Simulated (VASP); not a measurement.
Runs of VASP 6.6.1 on In3As. The structure is that of space group Pm-3m (No. 221), or close to it. The cells are those of the table. 

```tsv
task	level	cell	k mesh	cutoff (eV)	smearing	gap on the mesh (eV)	pressure (GPa)
single point	PBEsol+D3(BJ)	a = 4.672 Å, 4 atoms	6 × 6 × 6	520	fermi-dirac 0.05 eV	none	-4.7
single point	PBEsol	a = 4.252 Å, 4 atoms	6 × 6 × 6	520	fermi-dirac 0.05 eV	none	(a)
relaxation of cell and atoms	PBEsol	relaxed to 2 GPa from a = 4.672 Å, 4 atoms	6 × 6 × 6	600	fermi-dirac 0.05 eV	none	2.0
single point	r2SCAN	a = 4.672 Å, 4 atoms	5 × 5 × 5	520	fermi-dirac 0.01 eV	none	-0.5
single point	PBEsol	a = 4.640 Å, 4 atoms	6 × 6 × 6	520	fermi-dirac 0.05 eV	none	-1.6
```

Alike in all rows: potentials or basis VASP PAW PBE potentials, release 64 (In_d, As); no spin polarisation.

Estimate the missing entries.

(a) 20.1.

Caveats: the PAW data sets were made with another functional, which shifts forces and pressure a little; spin-orbit coupling is left out, which moves the levels of the heavy elements; three body term missing (some runs); pairwise dispersion overbinds metals, which lowers pressure and volume (some runs); the cell is relaxed towards a set pressure, so the enthalpy falls and the energy may rise (some runs).

A k mesh can miss the band edges, and the runs leave out spin-orbit coupling on As, In.

A gap of «none» marks levels without a gap at the run's occupations.
